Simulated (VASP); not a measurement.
A run of VASP 6.6.1 is set up as follows.

Contents of INCAR:

```
SYSTEM = Ta
ALGO     = Fast           ! electronic algorithm
EDIFF    = 1E-6           ! SCF threshold, eV
ENCUT    = 520            ! plane-wave cutoff, eV
ISIF     = 2              ! what is computed and relaxed
ISMEAR   = 0              ! smearing method
LASPH    = .TRUE.         ! aspherical terms in the spheres
LCHARG   = .FALSE.        ! write CHGCAR
LREAL    = .FALSE.        ! projectors in reciprocal space
LWAVE    = .FALSE.        ! write WAVECAR
NBANDS   = 18             ! bands
NELM     = 100            ! most SCF steps
PREC     = Accurate       ! precision mode
SIGMA    = 0.15           ! smearing width, eV
```

Contents of KPOINTS:

```
k-points
0
G
  12 12 8
  0 0 0
```

Contents of POSCAR:

```
Ta
1.0
    2.8385205513      0.0000000000      0.0000000000
   -1.4192602757      2.4582309066      0.0000000000
    0.0000000000      0.0000000000      5.0658835747
Ta
2
Direct
    0.7499944635      0.4999847183      0.7500001871
    0.2500055365      0.5000152817      0.2499998129
```

Potentials or basis: VASP PAW LDA potentials, release 64 (Ta_pv).

Command:

```sh
$ cat potpaw_LDA.64/Ta_pv/POTCAR > POTCAR
$ mpirun -np 1 vasp_std > vasp.out
```

Question: Estimate the band gap on the k mesh.

Answer: Zero (band 11 reaches 8.19 eV, above the bottom of band 12 at 4.50 eV).

Question: What does it give for the pressure?

Answer: -0.2 GPa.

Stress tensor (GPa, compression positive):
```
 14.86   0.00   0.00
  0.00  -4.99   0.00
  0.00   0.00 -10.45
```

Caveat: the cell differs from its parent crystal (atom 2 moved 0.06 Å, then relaxed in part); spin-orbit coupling is left out, which moves the levels of the heavy elements.
